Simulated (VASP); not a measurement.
# AlN (F-43m) in VASP: a series of runs

AlN is run at these levels: PBEsol, PBE, RPBE, revPBE; tasks: single point.

Everything below comes from runs of VASP 6.6.1. Logs are shortened: lines on timing, memory, paths and dates and some standing lists are left out, and cuts for length are marked.

## Step 1: The cell of the first run

The structure is cubic, space group F-43m (No. 216). Conventional cell: a = 4.377 Å, b = 4.377 Å, c = 4.377 Å, α = 90.00°, β = 90.00°, γ = 90.00°. Within 2.5 Å of Al (site symmetry -43m) lie 4 N at 1.90 Å. Within 2.5 Å of N (site symmetry -43m) lie 4 Al at 1.90 Å.

## Step 2: Single point, PBEsol

INCAR

```
PREC = Accurate
ENCUT = 520
EDIFF = 1E-6
ISMEAR = -1
SIGMA = 0.05
LREAL = False
LASPH = True
NELM = 100
ALGO = Normal
ISIF = 2
LWAVE = False
LCHARG = False
GGA = PS
NBANDS = 11
```

KPOINTS

```
regular mesh
0
Gamma
  10 10 10
```

POSCAR

```
AlN
1.0
    0.0000000000      2.1886810858      2.1886810858
    2.1886810858      0.0000000000      2.1886810858
    2.1886810858      2.1886810858      0.0000000000
Al N
1 1
Direct
    0.0000000000      0.0000000000      0.0000000000
    0.2500000000      0.2500000000      0.2500000000
```

Potentials or basis: VASP PAW PBE potentials, release 64 (Al, N).

Run with:

```
$ cat potpaw_PBE.64/Al/POTCAR potpaw_PBE.64/N/POTCAR > POTCAR
$ mpirun -np 1 vasp_std > vasp.out
```

OUTCAR:

```text
PREC = Accurate
   ENCUT = 520
   EDIFF = 1E-6
   ISMEAR = -1
   LREAL = False
   LASPH = True
   NELM = 100
   ISIF = 2
   GGA = PS

 ion  position               nearest neighbor table
   1  0.000  0.000  0.000-   2 1.90   2 1.90   2 1.90   2 1.90
   2  0.250  0.250  0.250-   1 1.90   1 1.90   1 1.90   1 1.90

  LATTYP: Found a face centered cubic cell.
 ALAT       =     4.3773621716

  Lattice vectors:

 A1 = (   0.0000000000,   2.1886810858,   2.1886810858)
 A2 = (   2.1886810858,   0.0000000000,   2.1886810858)
 A3 = (   2.1886810858,   2.1886810858,   0.0000000000)

Analysis of symmetry for initial positions (statically):
=====================================================================
 Subroutine PRICEL returns:
 Original cell was already a primitive cell.

 Routine SETGRP: Setting up the symmetry group for a
 face centered cubic supercell.

 Subroutine GETGRP returns: Found 24 space group operations
 (whereof 24 operations were pure point group operations)
 out of a pool of 48 trial point group operations.

The static configuration has the point symmetry T_d .

Analysis of symmetry for dynamics (positions and initial velocities):
=====================================================================
 Subroutine PRICEL returns:
 Original cell was already a primitive cell.

 Routine SETGRP: Setting up the symmetry group for a
 face centered cubic supercell.

 Subroutine GETGRP returns: Found 24 space group operations
 (whereof 24 operations were pure point group operations)
 out of a pool of 48 trial point group operations.

The dynamic configuration has the point symmetry T_d .

 Subroutine INISYM returns: Found 24 space group operations
 (whereof 24 operations are pure point group operations),
 and found     1 'primitive' translations

----------------------------------------------------------------------------------------

                                     Primitive cell

  volume of cell :      20.9690

  direct lattice vectors                    reciprocal lattice vectors
     0.000000000  2.188681086  2.188681086    -0.228448084  0.228448084  0.228448084
     2.188681086  0.000000000  2.188681086     0.228448084 -0.228448084  0.228448084
     2.188681086  2.188681086  0.000000000     0.228448084  0.228448084 -0.228448084

  length of vectors
     3.095262475  3.095262475  3.095262475     0.395683688  0.395683688  0.395683688

[... 86 lines left out ...]
   ISIF   =      2    stress and relaxation
   ISYM   =      2    0-nonsym 1-usesym 2-fastsym
   POTIM  = 0.5000    time-step for ionic-motion
   TEBEG  =    0.0;   TEEND  =   0.0 temperature during run
   PSTRESS=    0.0 pullay stress
   NELECT =       8.0000    total number of electrons
   NUPDOWN=      -1.0000    fix difference up-down
   EMIN   =  10.00;   EMAX   =-10.00  energy-range for DOS
   EFERMI =   0.00;   METHOD = LEGACY
   ISMEAR =    -1;   SIGMA  =   0.05  broadening in eV -4-tet -1-fermi 0-gaus
   EFERMI_NEDOS =   21; number of points for ismear=-14 and -15
   IALGO  =     38    algorithm
   IMIX   =      4    mixing-type and parameters
     AMIX     =   0.40;   BMIX     =  1.00
     AMIX_MAG =   1.60;   BMIX_MAG =  1.00
  volume/ion in A,a.u.               =      10.48        70.75
  Fermi-wavevector in a.u.,A,eV,Ry     =   1.187351  2.243767 19.181516  1.409802
  Thomas-Fermi vector in A             =   2.323504
   LORBIT       =      0    0 simple, 1 ext, 2 COOP (PROOUT), +10 PAW based schemes
   GGA     = PS    functional components
   LHFCALC =     F    Hartree Fock is set to
   AEXX    =    0.0000 exact exchange contribution
   IVDW    =     0    specifies the selected vdW correction
   LEPSILON=     F    determine dielectric tensor
   LRPA    =     F    only Hartree local field effects (RPA)
 non-spin polarized calculation
  energy-cutoff  :      520.00
  volume of cell :       20.97
 maximum number of plane-waves:       588
   NGX = 11   NGY = 11   NGZ = 11

 number of electron       8.0000000 magnetization

 Free energy of the ion-electron system (eV)
  ---------------------------------------------------
  ext. energy  EPLUGINS =         0.00000000
  ---------------------------------------------------
  free energy    TOTEN  =       -15.61137174 eV

  energy without entropy =      -15.61137174  energy(sigma->0) =      -15.61137174

 E-fermi :   6.9122     XC(G=0): -11.1011

 val. band max:        5.8176737998   @ k =   0.0000   0.0000   0.0000
 cond. band min:       9.0014712119   @ k =   0.5000   0.5000   0.0000
 fundamental gap:      3.1837974120
 Fermi energy:         6.9121841686

 k-point     1 :       0.0000    0.0000    0.0000
  band No.  band energies     occupation
      1      -9.1031      2.00000
      2       5.8177      2.00000
      3       5.8177      2.00000
      4       5.8177      2.00000
      5       9.8939      0.00000
      6      18.2235      0.00000
      7      18.2235      0.00000
      8      18.2235      0.00000
      9      23.3538      0.00000
     10      23.3538      0.00000
     11      24.6937      0.00000
[... 309 lines left out ...]
 k-point    24 :       0.4000    0.3000    0.0000
  band No.  band energies     occupation
      1      -7.0831      2.00000
      2       1.6497      2.00000
      3       4.1047      2.00000
      4       4.4074      2.00000
      5      10.6028      0.00000
      6      15.1832      0.00000
      7      17.9145      0.00000
      8      20.2348      0.00000
      9      20.7378      0.00000
     10      26.9415      0.00000
     11      29.1692      0.00000

 [... further k-points ...]

------------------------ aborting loop because EDIFF is reached ----------------------------------------

  FORCE on cell =-STRESS in cart. coord.  units (eV):
  Direction    XX          YY          ZZ          XY          YZ          ZX
  --------------------------------------------------------------------------------------
  -------------------------------------------------------------------------------------
  Total        0.0013698      0.0013698      0.0013698     -0.0000000     -0.0000000     -0.0000000
  in kB        0.1046650      0.1046650      0.1046650     -0.0000000     -0.0000000     -0.0000000
  external PRESSURE =       0.1046650 kB  Pullay stress =       0.0000000 kB

 VOLUME and BASIS-vectors are now :
 -----------------------------------------------------------------------------
  energy-cutoff  :      520.00
  volume of cell :       20.97
      direct lattice vectors                 reciprocal lattice vectors
     0.000000000  2.188681086  2.188681086    -0.228448084  0.228448084  0.228448084
     2.188681086  0.000000000  2.188681086     0.228448084 -0.228448084  0.228448084
     2.188681086  2.188681086  0.000000000     0.228448084  0.228448084 -0.228448084

 POSITION                                       TOTAL-FORCE (eV/Angst)
 -----------------------------------------------------------------------------------
      0.00000      0.00000      0.00000        -0.000000     -0.000000     -0.000000
      1.09434      1.09434      1.09434         0.000000      0.000000      0.000000
 -----------------------------------------------------------------------------------
    total drift:                                0.000000      0.000000      0.000000

  FREE ENERGIE OF THE ION-ELECTRON SYSTEM (eV)
  ---------------------------------------------------
  free  energy   TOTEN  =       -15.6113717403 eV

  energy  without entropy=      -15.6113717403  energy(sigma->0) =      -15.61137174
```

OSZICAR:

```text
N       E                     dE             d eps       ncg     rms          rms(c)
DAV:   1     0.100444576273E+02    0.10044E+02   -0.38228E+03  1066   0.602E+02
DAV:   2    -0.169634329176E+02   -0.27008E+02   -0.26123E+02  1222   0.137E+02
DAV:   3    -0.178268282545E+02   -0.86340E+00   -0.86238E+00  1281   0.235E+01
DAV:   4    -0.178312830979E+02   -0.44548E-02   -0.44545E-02  1184   0.182E+00
DAV:   5    -0.178313370286E+02   -0.53931E-04   -0.53930E-04  1255   0.193E-01    0.826E+00
DAV:   6    -0.156524043348E+02    0.21789E+01   -0.10825E+01  1215   0.163E+01    0.284E+00
DAV:   7    -0.156297582560E+02    0.22646E-01   -0.14867E-01  1163   0.301E+00    0.201E+00
DAV:   8    -0.156126106320E+02    0.17148E-01   -0.27681E-02  1154   0.155E+00    0.557E-01
DAV:   9    -0.156113581272E+02    0.12525E-02   -0.35611E-03  1229   0.365E-01    0.230E-01
DAV:  10    -0.156113694092E+02   -0.11282E-04   -0.26887E-04  1145   0.110E-01    0.129E-02
DAV:  11    -0.156113718314E+02   -0.24222E-05   -0.22455E-06  1256   0.126E-02    0.148E-02
DAV:  12    -0.156113717403E+02    0.91144E-07   -0.23545E-07   658   0.400E-03
   1 F= -.15611372E+02 E0= -.15611372E+02  d E =-.149519E-10
```

stdout:

```text
POSCAR found type information on POSCAR AlN
 POSCAR found :  2 types and       2 ions
 scaLAPACK will be used
 -----------------------------------------------------------------------------
|                                                                             |
|                                                                             |
|     You enforced a specific xc type in the INCAR file but a different       |
|     I HOPE YOU KNOW WHAT YOU ARE DOING!                                     |
|                                                                             |
 -----------------------------------------------------------------------------

 LDA part: xc-table for (Slater+PW92), standard interpolation
 POSCAR, INCAR and KPOINTS ok, starting setup
 FFT: planning ... GRIDC
 FFT: planning ... GRID_SOFT
 FFT: planning ... GRID
 WAVECAR not read
 entering main loop
```

Run time: 5.7 s. Hardware: 1 thread of Intel Xeon Platinum 8559C (Emerald Rapids), shared host; peak memory 0.13 GiB.

What came out:

- Free energy: -15.6114 eV
- Pressure: 0.0 GPa
- Band gap on the k mesh: 3.18 eV, indirect (least direct gap 4.08 eV)

Levels at points of the mesh, in eV from the valence-band top:
| k point | band 1 | band 2 | band 3 | band 4 | band 5 | band 6 | band 7 | band 8 | band 9 |
| --- | --- | --- | --- | --- | --- | --- | --- | --- | --- |
| (0.00, 0.00, 0.00) | -14.92 | 0.00 | 0.00 | 0.00 | 4.08 | 12.41 | 12.41 | 12.41 | 17.54 |
| (0.50, 0.00, 0.00) | -12.86 | -5.89 | -0.48 | -0.48 | 7.23 | 9.72 | 11.00 | 11.00 | 17.74 |
| (0.50, 0.50, 0.00) | -12.22 | -4.93 | -1.78 | -1.78 | 3.18 | 8.44 | 13.79 | 15.55 | 15.55 |

Caveat: the PAW data sets were made with another functional, which shifts forces and pressure a little. A k mesh can miss the band edges.

## Step 3: Single point, PBE

This run uses another cell than the first one, of 10.67 Å³/atom, 1.018 times its volume.

INCAR

```
SYSTEM = AlN
PREC = Accurate
ENCUT = 520
EDIFF = 1E-6
ISMEAR = -1
SIGMA = 0.05
LREAL = .False.
LASPH = .True.
NELM = 80
ALGO = Normal
ISIF = 2
LWAVE = .False.
LCHARG = .False.
GGA = PE
NBANDS = 11
```

KPOINTS

```
Automatic mesh
0
Gamma
  10 10 10
  0 0 0
```

POSCAR

```
AlN
1.0
    0.0000000000      2.2015870944      2.2015870944
    2.2015870944      0.0000000000      2.2015870944
    2.2015870944      2.2015870944      0.0000000000
Al N
1 1
Direct
    0.0000000000      0.0000000000      0.0000000000
    0.2500000000      0.2500000000      0.2500000000
```

Potentials or basis: VASP PAW PBE potentials, release 64 (Al, N).

Run with:

```
$ cat potpaw_PBE.64/Al/POTCAR potpaw_PBE.64/N/POTCAR > POTCAR
$ mpirun -np 1 vasp_std > vasp.out
```

Wall time 6 s (1 thread of Intel Xeon Platinum 8559C (Emerald Rapids), shared host); peak memory 0.13 GiB.

The run converged. Its results:

```
Free energy            : -14.8474 eV
Pressure               : -0.3 GPa
Band gap on the k mesh : 3.30 eV, indirect (least direct gap 3.98 eV)
```

Levels at points of the mesh, in eV from the valence-band top:
| k point | band 1 | band 2 | band 3 | band 4 | band 5 | band 6 | band 7 | band 8 | band 9 |
| --- | --- | --- | --- | --- | --- | --- | --- | --- | --- |
| (0.00, 0.00, 0.00) | -14.84 | 0.00 | 0.00 | 0.00 | 3.98 | 12.32 | 12.32 | 12.32 | 17.50 |
| (0.50, 0.00, 0.00) | -12.87 | -5.75 | -0.48 | -0.48 | 7.16 | 9.70 | 11.00 | 11.00 | 17.67 |
| (0.50, 0.50, 0.00) | -12.25 | -4.83 | -1.75 | -1.75 | 3.30 | 8.47 | 13.64 | 15.44 | 15.44 |

## Step 4: Single point, RPBE

This run uses another cell than the first one, of 10.87 Å³/atom, 1.037 times its volume.

INCAR

```
SYSTEM = AlN
PREC = Accurate
ENCUT = 520
EDIFF = 1E-6
ISMEAR = -1
SIGMA = 0.05
LREAL = .FALSE.
LASPH = .TRUE.
NELM = 80
ALGO = Normal
ISIF = 2
LWAVE = .FALSE.
LCHARG = .FALSE.
GGA = RP
NBANDS = 11
```

KPOINTS

```
Automatic mesh
0
G
  10 10 10
  0 0 0
```

POSCAR

```
AlN
1.0
    0.0000000000      2.2151240102      2.2151240102
    2.2151240102      0.0000000000      2.2151240102
    2.2151240102      2.2151240102      0.0000000000
Al N
1 1
Direct
    0.0000000000      0.0000000000      0.0000000000
    0.2500000000      0.2500000000      0.2500000000
```

Run with:

```
$ cat potpaw_PBE.64/Al/POTCAR potpaw_PBE.64/N/POTCAR > POTCAR
$ mpirun -np 1 vasp_std > vasp.out
```

It took 4.8 s on 1 thread of Intel Xeon Platinum 8559C (Emerald Rapids), shared host; peak memory 0.13 GiB.

It converged, with:

- Free energy: -14.1334 eV
- Pressure: -0.7 GPa
- Band gap on the k mesh: 3.34 eV, indirect (least direct gap 3.86 eV)

Levels at points of the mesh, in eV from the valence-band top:
| k point | band 2 | band 3 | band 4 | band 5 | band 6 | band 7 |
| --- | --- | --- | --- | --- | --- | --- |
| (0.00, 0.00, 0.00) | 0.00 | 0.00 | 0.00 | 3.86 | 12.25 | 12.25 |
| (0.50, 0.00, 0.00) | -5.65 | -0.47 | -0.47 | 7.09 | 9.64 | 10.95 |
| (0.50, 0.50, 0.00) | -4.74 | -1.72 | -1.72 | 3.34 | 8.47 | 13.53 |

Caveat: the PAW data sets were made with another functional, which shifts forces and pressure a little. A k mesh can miss the band edges.

## Step 5: Single point, revPBE

This run uses another cell than the first one, of 10.82 Å³/atom, 1.032 times its volume.

INCAR

```
SYSTEM = AlN
  PREC = Accurate
  ENCUT = 520
  EDIFF = 1E-7
  ISMEAR = -1
  SIGMA = 0.05
  LREAL = .False.
  LASPH = .True.
  NELM = 60
  ALGO = Normal
  ISIF = 2
  LWAVE = .False.
  LCHARG = .False.
  GGA = RE
  NBANDS = 11
```

KPOINTS

```
Automatic mesh
0
Gamma
  10 10 10
  0 0 0
```

POSCAR

```
AlN
1.0
    0.0000000000      2.2118796964      2.2118796964
    2.2118796964      0.0000000000      2.2118796964
    2.2118796964      2.2118796964      0.0000000000
Al N
1 1
Direct
    0.0000000000      0.0000000000      0.0000000000
    0.2500000000      0.2500000000      0.2500000000
```

Run with:

```
$ cat potpaw_PBE.64/Al/POTCAR potpaw_PBE.64/N/POTCAR > POTCAR
$ mpirun -np 1 vasp_std > vasp.out
```

Wall time 6.3 s (1 thread of Intel Xeon Platinum 8559C (Emerald Rapids), shared host); peak memory 0.13 GiB.

It converged, with:

| Property | Result |
| --- | --- |
| Free energy | -14.2464 eV |
| Pressure | -0.6 GPa |
| Band gap on the k mesh | 3.33 eV, indirect (least direct gap 3.89 eV) |

Levels at points of the mesh, in eV from the valence-band top:
```csv
k point,band 1,band 2,band 3,band 4,band 5,band 6,band 7,band 8
"(0.00, 0.00, 0.00)",-14.79,0.00,0.00,0.00,3.89,12.27,12.27,12.27
"(0.50, 0.00, 0.00)",-12.88,-5.67,-0.47,-0.47,7.11,9.65,10.96,10.96
"(0.50, 0.50, 0.00)",-12.28,-4.76,-1.72,-1.72,3.33,8.47,13.55,15.36
```

Caveat: the PAW data sets were made with another functional, which shifts forces and pressure a little. As with any semilocal functional, this revPBE gap is likely too small.

## Step 6: Overview

```csv
level,cell,gap on the mesh (eV),pressure (GPa)
PBEsol,"a = 3.095 Å, angles 60.0°, 2 atoms",3.18,0.0
PBE,"a = 3.114 Å, angles 60.0°, 2 atoms",3.30,-0.3
RPBE,"a = 3.133 Å, angles 60.0°, 2 atoms",3.34,-0.7
revPBE,"a = 3.128 Å, angles 60.0°, 2 atoms",3.33,-0.6
```

Alike in all rows: task single point; potentials or basis VASP PAW PBE potentials, release 64 (Al, N); no spin polarisation; k mesh 10 × 10 × 10; cutoff (eV) 520; smearing fermi-dirac 0.05 eV.

Caveats: the PAW data sets were made with another functional, which shifts forces and pressure a little (some runs).

Total energies depend on the potentials used, so only differences within one code and one set of settings carry meaning.
